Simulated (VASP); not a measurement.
## Ge: single point with LDA

Ge:

```
Ge
1.0
    -0.02663    2.81234    2.81234
     2.81234   -0.02663    2.81234
     2.81234    2.81234   -0.02663
Ge
2
Direct
  0.99932 0.99932 0.99932
  0.25068 0.25068 0.25068
```

```json
{
 "Program": "VASP 6.6.1",
 "Task": "single point",
 "Functional": "LDA",
 "Potentials or basis": "VASP PAW LDA potentials, release 64 (Ge_d)",
 "Cutoff": "520 eV",
 "k mesh": "12 × 12 × 12",
 "Occupations": "gaussian, width 0.01 eV",
 "Spin": "no spin polarisation"
}
```

```
Pressure               : -0.9 GPa
Largest force          : 0.010 eV/Å
Band gap on the k mesh : zero (bands 14 and 15 overlap by 0.03 eV)
```

Forces in eV/Å, atoms in the order of the input:
```
Ge   0.006  0.006  0.006
Ge  -0.006 -0.006 -0.006
```

Stress tensor (GPa, compression positive):
```
-0.91  0.55  0.55
 0.55 -0.91  0.55
 0.55  0.55 -0.91
```

Levels at points of the mesh, in eV from the Fermi level:
| k point | band 11 | band 12 | band 13 | band 14 | band 15 | band 16 | band 17 | band 18 |
| --- | --- | --- | --- | --- | --- | --- | --- | --- |
| (0.00, 0.00, 0.00) | -12.79 | -0.08 | 0.00 | 0.00 | 0.13 | 2.53 | 2.53 | 2.67 |
| (0.50, 0.00, 0.00) | -10.71 | -7.62 | -1.37 | -1.31 | 0.17 | 3.76 | 3.81 | 7.05 |
| (0.50, 0.50, 0.00) | -8.92 | -8.87 | -3.10 | -2.99 | 0.63 | 0.78 | 9.43 | 9.50 |
| (0.50, 0.50, 0.50) | -10.63 | -7.59 | -1.44 | -1.44 | -0.03 | 3.70 | 3.70 | 6.92 |

It took 3.3 min on 1 thread of Intel Xeon 8259CL, with other jobs on the host, peak memory 0.26 GiB.

Caveat: semilocal functionals underestimate gaps, and a narrow one can read as zero.
